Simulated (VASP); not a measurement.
# Ti (P6_3/mmc) in VASP: notebook

Runs on Ti. Level: r2SCAN. Tasks: single point.

Everything below comes from runs of VASP 6.6.1. Logs are shortened: lines on timing, memory, paths and dates and some standing lists are left out, and cuts for length are marked.

### Step 1. The cell of the first run

Symmetry: P6_3/mmc, No. 194, hexagonal system. Conventional cell: a = 3.072 Å, b = 3.072 Å, c = 4.824 Å, α = 90.00°, β = 90.00°, γ = 120.00°. Within 3.9 Å of Ti (site symmetry -6m2) lie 12 Ti at 2.99 to 3.07 Å.

### Step 2. Single point, r2SCAN

File POSCAR:

```
Ti
1.0
    3.0721000000      0.0000000000      0.0000000000
   -1.5360500000      2.6605166430      0.0000000000
    0.0000000000      0.0000000000      4.8240000000
Ti
2
Direct
    0.3333333333      0.6666666667      0.2500000000
    0.6666666667      0.3333333333      0.7500000000
```

File INCAR.step1:

```
SYSTEM = Ti
ALGO     = Normal         ! electronic algorithm
EDIFF    = 1E-4           ! SCF threshold, eV
ENCUT    = 520            ! plane-wave cutoff, eV
GGA      = PE             ! functional
ISMEAR   = 1              ! smearing method
LASPH    = .True.         ! aspherical terms in the spheres
LCHARG   = .False.        ! write CHGCAR
LREAL    = .False.        ! projectors in reciprocal space
LWAVE    = .True.         ! write WAVECAR
NBANDS   = 19             ! bands
NELM     = 60             ! most SCF steps
PREC     = Accurate       ! precision mode
SIGMA    = 0.05           ! smearing width, eV
```

File INCAR.step2:

```
SYSTEM = Ti
ALGO     = Normal         ! electronic algorithm
EDIFF    = 1E-6           ! SCF threshold, eV
ENCUT    = 520            ! plane-wave cutoff, eV
ISIF     = 2              ! what is computed and relaxed
ISMEAR   = 1              ! smearing method
ISTART   = 1            
LASPH    = .True.         ! aspherical terms in the spheres
LCHARG   = .False.        ! write CHGCAR
LMIXTAU  = .True.       
LREAL    = .False.        ! projectors in reciprocal space
LWAVE    = .False.        ! write WAVECAR
METAGGA  = R2SCAN         ! meta-GGA
NBANDS   = 19             ! bands
NELM     = 60             ! most SCF steps
PREC     = Accurate       ! precision mode
SIGMA    = 0.05           ! smearing width, eV
```

File KPOINTS:

```
k-points
0
Gamma
  18 18 10
  0 0 0
```

Potentials or basis: VASP PAW PBE potentials, release 64 (Ti_sv).

Launch:

```console
> cat potpaw_PBE.64/Ti_sv/POTCAR > POTCAR
> cp INCAR.step1 INCAR
> mpirun -np 1 vasp_std > vasp.out
> cp INCAR.step2 INCAR
> mpirun -np 1 vasp_std > vasp.out
```

OUTCAR:

```text
SYSTEM = Ti
   EDIFF = 1E-6
   ENCUT = 520
   ISIF = 2
   ISMEAR = 1
   ISTART = 1
   LASPH = .True.
   LREAL = .False.
   METAGGA = R2SCAN
   NELM = 60
   PREC = Accurate

 ion  position               nearest neighbor table
   1  0.333  0.667  0.250-
   2  0.667  0.333  0.750-

  LATTYP: Found a hexagonal cell.
 ALAT       =     3.0721000000
 C/A-ratio  =     1.5702613847

  Lattice vectors:

 A1 = (   3.0721000000,   0.0000000000,   0.0000000000)
 A2 = (  -1.5360500000,   2.6605166430,   0.0000000000)
 A3 = (   0.0000000000,   0.0000000000,   4.8240000000)

Analysis of symmetry for initial positions (statically):
=====================================================================
 Subroutine PRICEL returns:
 Original cell was already a primitive cell.

 Routine SETGRP: Setting up the symmetry group for a
 hexagonal supercell.

 Subroutine GETGRP returns: Found 24 space group operations
 (whereof 12 operations were pure point group operations)
 out of a pool of 24 trial point group operations.

The static configuration has the point symmetry D_3d.
 The point group associated with its full space group is D_6h.

Analysis of symmetry for dynamics (positions and initial velocities):
=====================================================================
 Subroutine PRICEL returns:
 Original cell was already a primitive cell.

 Routine SETGRP: Setting up the symmetry group for a
 hexagonal supercell.

 Subroutine GETGRP returns: Found 24 space group operations
 (whereof 12 operations were pure point group operations)
 out of a pool of 24 trial point group operations.

The dynamic configuration has the point symmetry D_3d.
 The point group associated with its full space group is D_6h.

 Subroutine INISYM returns: Found 24 space group operations
 (whereof 12 operations are pure point group operations),
 and found     1 'primitive' translations

----------------------------------------------------------------------------------------

                                     Primitive cell

  volume of cell :      39.4284

  direct lattice vectors                    reciprocal lattice vectors
     3.072100000  0.000000000  0.000000000     0.325510237  0.187933423  0.000000000
    -1.536050000  2.660516643  0.000000000     0.000000000  0.375866846  0.000000000
     0.000000000  0.000000000  4.824000000     0.000000000  0.000000000  0.207296849

  length of vectors
     3.072100000  3.072100000  4.824000000     0.375866846  0.375866846  0.207296849

  position of ions in fractional coordinates (direct lattice)
     0.333333333  0.666666667  0.250000000
     0.666666667  0.333333333  0.750000000

  ion indices of the primitive-cell ions
   primitive index   ion index
                 1           1
                 2           2

----------------------------------------------------------------------------------------

 KPOINTS: k-points

Automatic generation of k-mesh.
 Grid dimensions read from file:
 generate k-points for:   18   18   10

 Generating k-lattice:

  Cartesian coordinates                     Fractional coordinates (reciprocal lattice)
     0.018083902  0.010440746  0.000000000     0.055555556  0.000000000  0.000000000
     0.000000000  0.020881491  0.000000000     0.000000000  0.055555556  0.000000000
     0.000000000  0.000000000  0.020729685     0.000000000  0.000000000  0.100000000

  Length of vectors
     0.020881491  0.020881491  0.020729685

  Shift w.r.t. Gamma in fractional coordinates (k-lattice)
     0.000000000  0.000000000  0.000000000

 Subroutine IBZKPT returns following result:
 ===========================================

 Found    222 irreducible k-points:

 Following reciprocal coordinates:
            Coordinates               Weight
  0.000000  0.000000  0.000000      1.000000
  0.055556  0.000000  0.000000      6.000000
  0.111111  0.000000  0.000000      6.000000
  0.166667  0.000000  0.000000      6.000000
  0.222222  0.000000  0.000000      6.000000
  0.277778  0.000000  0.000000      6.000000
[... 16 lines left out ...]
  0.333333  0.111111  0.000000     12.000000
  0.388889  0.111111  0.000000     12.000000
 [... further k-points ...]
   k-points           NKPTS =    222   k-points in BZ     NKDIM =    222   number of bands    NBANDS=     19
   number of dos      NEDOS =    301   number of ions     NIONS =      2
   total plane-waves  NPLWV =  20736
   dimension x,y,z NGX =    24 NGY =   24 NGZ =   36
   dimension x,y,z NGXF=    48 NGYF=   48 NGZF=   72
   ions per type =               2
   NGX,Y,Z   is equivalent  to a cutoff of  12.99, 12.99, 12.41 a.u.
   NGXF,Y,Z  is equivalent  to a cutoff of  25.98, 25.98, 24.81 a.u.
 SYSTEM =  Ti
   PREC   = accura    normal or accurate (medium, high low for compatibility)
   ISTART =      1    job   : 0-new  1-cont  2-samecut
   ICHARG =      0    charge: 1-file 2-atom 10-const
   ISPIN  =      1    spin polarized calculation?
   LNONCOLLINEAR =      F non collinear calculations
   LSORBIT =      F    spin-orbit coupling
   LASPH  =      T    aspherical Exc in radial PAW
   ENCUT  =  520.0 eV  38.22 Ry    6.18 a.u.   5.71  5.71  8.97*2*pi/ulx,y,z
   NELM   =     60;   NELMIN=  2; NELMDL=  0     # of ELM steps
   EDIFF  = 0.1E-05   stopping-criterion for ELM
   LREAL  =      F    real-space projection
   EDIFFG = 0.1E-04   stopping-criterion for IOM
   NSW    =      0    number of steps for IOM
   IBRION =     -1    ionic relax: 0-MD 1-quasi-New 2-CG
   NFREE  =      0    steps in history (QN), initial steepest desc. (CG)
   ISIF   =      2    stress and relaxation
   ISYM   =      2    0-nonsym 1-usesym 2-fastsym
   POTIM  = 0.5000    time-step for ionic-motion
   TEBEG  =    0.0;   TEEND  =   0.0 temperature during run
   PSTRESS=    0.0 pullay stress
   NELECT =      24.0000    total number of electrons
   NUPDOWN=      -1.0000    fix difference up-down
   EMIN   =  10.00;   EMAX   =-10.00  energy-range for DOS
   EFERMI =   0.00;   METHOD = LEGACY
   ISMEAR =     1;   SIGMA  =   0.05  broadening in eV -4-tet -1-fermi 0-gaus
   EFERMI_NEDOS =   21; number of points for ismear=-14 and -15
   IALGO  =     38    algorithm
   IMIX   =      4    mixing-type and parameters
     AMIX     =   0.40;   BMIX     =  1.00
     AMIX_MAG =   1.60;   BMIX_MAG =  1.00
  volume/ion in A,a.u.               =      19.71       133.04
  Fermi-wavevector in a.u.,A,eV,Ry     =   1.387423  2.621850 26.190451  1.924944
  Thomas-Fermi vector in A             =   2.511646
   LORBIT       =      0    0 simple, 1 ext, 2 COOP (PROOUT), +10 PAW based schemes
   METAGGA = R2SCAN    functional components
   LHFCALC =     F    Hartree Fock is set to
   AEXX    =    0.0000 exact exchange contribution
   IVDW    =     0    specifies the selected vdW correction
   LEPSILON=     F    determine dielectric tensor
   LRPA    =     F    only Hartree local field effects (RPA)
 non-spin polarized calculation
 Methfessel and Paxton  Order N= 1 SIGMA  =   0.05
  energy-cutoff  :      520.00
  volume of cell :       39.43
 maximum number of plane-waves:      1086
 NGX is ok and might be reduce to    24
   NGX = 11   NGY = 11   NGZ = 17

 number of electron      23.9999995 magnetization

 Free energy of the ion-electron system (eV)
  ---------------------------------------------------
  ext. energy  EPLUGINS =         0.00000000
  ---------------------------------------------------
  free energy    TOTEN  =       -25.71106485 eV

  energy without entropy =      -25.71112073  energy(sigma->0) =      -25.71108348

 E-fermi :   7.1180     XC(G=0): -11.7626

 val. band max:        7.1131910451   @ k =   0.1667   0.0556   0.3000
 cond. band min:       7.1243369765   @ k =   0.2222   0.2222   0.5000
 fundamental gap:      0.0111459313
 Fermi energy:         7.1179660338

 k-point     1 :       0.0000    0.0000    0.0000
  band No.  band energies     occupation
      1     -52.3828      2.00000
      2     -52.2950      2.00000
      3     -27.8161      2.00000
      4     -27.3631      2.00000
      5     -27.3630      2.00000
      6     -27.3219      2.00000
[... 11 lines left out ...]
     18       8.6556      0.00000
     19      10.0033      0.00000

 k-point     2 :       0.0556    0.0000    0.0000
  band No.  band energies     occupation
      1     -52.3809      2.00000
      2     -52.2943      2.00000
      3     -27.8114      2.00000
      4     -27.3722      2.00000
      5     -27.3662      2.00000
      6     -27.3240      2.00000
[... 11 lines left out ...]
     18       8.6124      0.00000
     19      10.0264      0.00000

 k-point     3 :       0.1111    0.0000    0.0000
  band No.  band energies     occupation
      1     -52.3754      2.00000
      2     -52.2923      2.00000
      3     -27.7977      2.00000
      4     -27.3987      2.00000
      5     -27.3752      2.00000
      6     -27.3303      2.00000
[... 11 lines left out ...]
     18       8.5159      0.00000
     19      10.0847      0.00000

 k-point     4 :       0.1667    0.0000    0.0000
  band No.  band energies     occupation
      1     -52.3670      2.00000
      2     -52.2895      2.00000
      3     -27.7758      2.00000
      4     -27.4395      2.00000
      5     -27.3886      2.00000
      6     -27.3686      2.00000
[... 11 lines left out ...]
     18       8.7338      0.00000
     19      10.1565      0.00000

 k-point     5 :       0.2222    0.0000    0.0000
  band No.  band energies     occupation
      1     -52.3562      2.00000
      2     -52.2864      2.00000
      3     -27.7471      2.00000
      4     -27.4901      2.00000
      5     -27.4184      2.00000
      6     -27.4046      2.00000
[... 11 lines left out ...]
     18       9.0147      0.00000
     19      10.2249      0.00000

 k-point     6 :       0.2778    0.0000    0.0000
  band No.  band energies     occupation
      1     -52.3442      2.00000
      2     -52.2836      2.00000
      3     -27.7136      2.00000
      4     -27.5444      2.00000
      5     -27.4703      2.00000
      6     -27.4212      2.00000
[... 11 lines left out ...]
     18       9.3338      0.00000
     19      10.2814      0.00000

 k-point     7 :       0.3333    0.0000    0.0000
  band No.  band energies     occupation
      1     -52.3322      2.00000
      2     -52.2818      2.00000
      3     -27.6780      2.00000
      4     -27.5958      2.00000
      5     -27.5180      2.00000
      6     -27.4365      2.00000
[... 11 lines left out ...]
     18       9.6613      0.00000
     19      10.3236      0.00000

 k-point     8 :       0.3889   -0.0000    0.0000
  band No.  band energies     occupation
      1     -52.3215      2.00000
      2     -52.2811      2.00000
      3     -27.6437      2.00000
      4     -27.6378      2.00000
      5     -27.5562      2.00000
      6     -27.4487      2.00000
[... 256 lines left out ...]
 k-point    20 :       0.1667    0.1111    0.0000
  band No.  band energies     occupation
      1     -52.3519      2.00000
      2     -52.2853      2.00000
      3     -27.7353      2.00000
      4     -27.4930      2.00000
      5     -27.4630      2.00000
      6     -27.3908      2.00000
[... 11 lines left out ...]
     18       9.2475      0.00000
     19      10.2059      0.00000

 k-point    21 :       0.2222    0.1111    0.0000
  band No.  band energies     occupation
      1     -52.3404      2.00000
      2     -52.2829      2.00000
      3     -27.7027      2.00000
      4     -27.5420      2.00000
      5     -27.4995      2.00000
      6     -27.4166      2.00000
[... 11 lines left out ...]
     18       9.6107      0.00000
     19      10.2432      0.00000

 k-point    22 :       0.2778    0.1111    0.0000
  band No.  band energies     occupation
      1     -52.3289      2.00000
      2     -52.2814      2.00000
      3     -27.6677      2.00000
      4     -27.5900      2.00000
      5     -27.5315      2.00000
      6     -27.4413      2.00000
[... 11 lines left out ...]
     18      10.0006      0.00000
     19      10.2721      0.00000

 k-point    23 :       0.3333    0.1111    0.0000
  band No.  band energies     occupation
      1     -52.3185      2.00000
      2     -52.2811      2.00000
      3     -27.6337      2.00000
      4     -27.6294      2.00000
      5     -27.5571      2.00000
      6     -27.4613      2.00000
[... 11 lines left out ...]
     18      10.2918      0.00000
     19      10.4025      0.00000

 k-point    24 :       0.3889    0.1111    0.0000
  band No.  band energies     occupation
      1     -52.3107      2.00000
      2     -52.2819      2.00000
      3     -27.6551      2.00000
      4     -27.6063      2.00000
      5     -27.5737      2.00000
      6     -27.4742      2.00000
[... 11 lines left out ...]
     18      10.3029      0.00000
     19      10.8076      0.00000

 [... further k-points ...]
[... 5 lines left out ...]
  --------------------------------------------------------------------------------------
  -------------------------------------------------------------------------------------
  Total       -2.9866468     -2.9866468     -2.8025219      0.0000000      0.0000000      0.0000000
  in kB     -121.3628649   -121.3628649   -113.8809208      0.0000000      0.0000000      0.0000000
  external PRESSURE =    -118.8688836 kB  Pullay stress =       0.0000000 kB

 VOLUME and BASIS-vectors are now :
 -----------------------------------------------------------------------------
  energy-cutoff  :      520.00
  volume of cell :       39.43
      direct lattice vectors                 reciprocal lattice vectors
     3.072100000  0.000000000  0.000000000     0.325510237  0.187933423  0.000000000
    -1.536050000  2.660516643  0.000000000     0.000000000  0.375866846  0.000000000
     0.000000000  0.000000000  4.824000000     0.000000000  0.000000000  0.207296849

 POSITION                                       TOTAL-FORCE (eV/Angst)
 -----------------------------------------------------------------------------------
     -0.00000      1.77368      1.20600        -0.000000      0.000000      0.000000
      1.53605      0.88684      3.61800         0.000000     -0.000000      0.000000
 -----------------------------------------------------------------------------------
    total drift:                                0.000000     -0.000000      0.000000

  FREE ENERGIE OF THE ION-ELECTRON SYSTEM (eV)
  ---------------------------------------------------
  free  energy   TOTEN  =       -25.7110648485 eV

  energy  without entropy=      -25.7111207343  energy(sigma->0) =      -25.71108348
```

It took 7 min on 1 thread of Intel Xeon 6975P-C (Granite Rapids), shared host; peak memory 0.25 GiB.

What came out:

```yaml
Free_energy: -25.7111 eV
Pressure: -11.9 GPa
Band_gap_on_the_k_mesh: zero (bands 12 and 13 overlap by 1.16 eV)
```

Caveat: the cell stands under tension; the PAW data sets were made with another functional, which shifts forces and pressure a little.

### Step 3. Single point, r2SCAN

This run uses another cell than the first one, of 19.81 Å³/atom.

File POSCAR:

```
Ti
1.0
    3.1405000000      0.0000000000      0.0000000000
   -1.5702500000      2.7197527806      0.0000000000
    0.0000000000      0.0000000000      4.6384185731
Ti
2
Direct
    0.3333333333      0.6666666667      0.2500000000
    0.6666666667      0.3333333333      0.7500000000
```

File INCAR.step1:

```
SYSTEM = Ti
  PREC = Accurate
  ENCUT = 520
  ISMEAR = 1
  SIGMA = 0.05
  LREAL = .False.
  LASPH = .True.
  NELM = 80
  NBANDS = 19
  GGA = PE
  ALGO = Normal
  EDIFF = 1E-4
  LWAVE = .True.
  LCHARG = .False.
```

File INCAR.step2:

```
SYSTEM = Ti
  PREC = Accurate
  ENCUT = 520
  EDIFF = 1E-6
  ISMEAR = 1
  SIGMA = 0.05
  LREAL = .False.
  LASPH = .True.
  NELM = 80
  ALGO = Normal
  ISIF = 2
  LWAVE = .False.
  LCHARG = .True.
  METAGGA = R2SCAN
  LMIXTAU = .True.
  LELF = .True.
  LVHAR = .True.
  NBANDS = 19
  ISTART = 1
```

File KPOINTS:

```
regular mesh
0
Gamma
  18 18 10
  0 0 0
```

Potentials or basis: VASP PAW PBE potentials, release 64 (Ti_sv).

Launch:

```console
> cat potpaw_PBE.64/Ti_sv/POTCAR > POTCAR
> cp INCAR.step1 INCAR
> mpirun -np 1 vasp_std > vasp.out
> cp INCAR.step2 INCAR
> mpirun -np 1 vasp_std > vasp.out
```

Wall time 7 min (1 thread of Intel Xeon 6975P-C (Granite Rapids), shared host); peak memory 0.26 GiB.

The run converged. Its results:

```yaml
Free_energy: -25.6604 eV
Pressure: -12.1 GPa
Band_gap_on_the_k_mesh: zero (bands 12 and 13 overlap by 1.13 eV)
```

Stress tensor (GPa, compression positive):
```
-14.24   0.00   0.00
  0.00 -14.24   0.00
  0.00   0.00  -7.83
```

Levels at points of the mesh, in eV from the Fermi level:
| k point | band 8 | band 9 | band 10 | band 11 | band 12 | band 13 | band 14 | band 15 | band 16 | band 17 |
| --- | --- | --- | --- | --- | --- | --- | --- | --- | --- | --- |
| (0.00, 0.00, 0.00) | -34.46 | -6.32 | -2.52 | 0.67 | 0.67 | 0.89 | 1.20 | 1.21 | 1.21 | 1.24 |
| (0.50, 0.00, 0.00) | -34.49 | -2.49 | -1.99 | -1.55 | -1.19 | 0.25 | 0.77 | 1.31 | 2.75 | 3.03 |
| (0.00, 0.00, 0.50) | -34.51 | -4.38 | -4.38 | 0.29 | 0.29 | 0.49 | 0.49 | 0.49 | 0.49 | 2.57 |
| (0.50, 0.00, 0.50) | -34.56 | -2.36 | -2.36 | -0.68 | -0.68 | 0.89 | 0.89 | 1.43 | 1.43 | 2.93 |

Caveat: the stress differs along the axes, from -14 to -8 GPa; the PAW data sets were made with another functional, which shifts forces and pressure a little.
